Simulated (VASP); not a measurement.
GaSb (zincblende type): single point with r2SCAN

The system is GaSb (zincblende type).

```
Ga Sb
1.0
     0.00000    3.10806    3.10806
     3.10806    0.00000    3.10806
     3.10806    3.10806    0.00000
Ga Sb
1 1
Cartesian
  0.0000 0.0000 0.0000
  1.5540 1.5540 1.5540
```

- Program: VASP 6.6.1
- Task: single point
- Functional: r2SCAN
- Potentials or basis: VASP PAW PBE potentials, release 64 (Ga_d, Sb)
- Cutoff: 550 eV
- k mesh: 9 × 9 × 9
- Occupations: fermi-dirac, width 0.08 eV
- Spin: no spin polarisation

```
Pressure               : -1.9 GPa
Band gap on the k mesh : 0.09 eV
```

Levels at points of the mesh, in eV from the valence-band top:
```tsv
k point	band 6	band 7	band 8	band 9	band 10	band 11	band 12	band 13
(0.00, 0.00, 0.00)	-11.60	0.00	0.00	0.00	0.09	3.00	3.00	3.00
```

Wall time 110 s on 1 thread of AMD EPYC 7R13 Processor (Zen 3) (shared host), peak memory 0.2 GiB.

Caveat: the smearing spreads over this small gap; semilocal functionals underestimate gaps, and a narrow one can read as zero; the PAW data sets were made with another functional, which shifts forces and pressure a little; spin-orbit coupling is left out, which moves the levels of the heavy elements.
